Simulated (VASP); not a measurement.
Wanted: the native input for a VASP 6.6.1 run.

| Quantity | Value |
| --- | --- |
| Task | single point |
| Functional | PBE |
| Potentials or basis | VASP PAW PBE potentials, release 64 (Sn_d, O) |
| Cutoff | 520 eV |
| k mesh | 6 × 6 × 8 |
| Occupations | gaussian, width 0.05 eV |
| Spin | no spin polarisation |
| Dipole correction | no |
| Further INCAR settings | ALGO = Normal; EDIFF = 1e-06; NBANDS = 35 |

The structure of SnO2 lies in POSCAR:

```
SnO2
1.0
    4.7289933970      0.0000000000      0.0000000000
    0.0000000000      4.7290067813      0.0000000000
    0.0000000000      0.0000000000      3.3746096881
Sn O
2 4
Direct
    0.5000000000      0.5000000000      0.5000000000
    0.0000000000      0.0000000000      0.0000000000
    0.2992491604      0.2993070528      0.0000000000
    0.7992491604      0.2006929472      0.5000000000
    0.2007508396      0.7993070528      0.5000000000
    0.7007508396      0.7006929472      0.0000000000
```

This cell differs from its parent crystal: atoms shifted along a free coordinate, c/a of the conventional cell at fixed volume 0.7136.

One way to write it, as run:

INCAR

```
SYSTEM = SnO2
ALGO = Normal
EDIFF = 1E-6
ENCUT = 520
GGA = PE
ISIF = 2
ISMEAR = 0
LASPH = .TRUE.
LCHARG = .FALSE.
LREAL = .FALSE.
LWAVE = .FALSE.
NBANDS = 35
NELM = 60
PREC = Accurate
SIGMA = 0.05
```

KPOINTS

```
k-points
0
G
  6 6 8
  0 0 0
```

Potentials or basis: VASP PAW PBE potentials, release 64 (Sn_d, O).

Run with:

```sh
$ cat potpaw_PBE.64/Sn_d/POTCAR potpaw_PBE.64/O/POTCAR > POTCAR
$ mpirun -np 1 vasp_std > vasp.out
```

It gave:

```yaml
Pressure: -0.7 GPa
Largest_force: 1.138 eV/Å
Band_gap_on_the_k_mesh: 0.43 eV
```

Caveat: spin-orbit coupling is left out, which moves the levels of the heavy elements; forces of over 1 eV/Å act on the atoms, so gaps and moduli don't describe the material at rest.

Run time: 66 s on 1 thread of Intel(R) Xeon(R) 6975P-C (Granite Rapids) (shared host), peak memory 0.29 GiB.
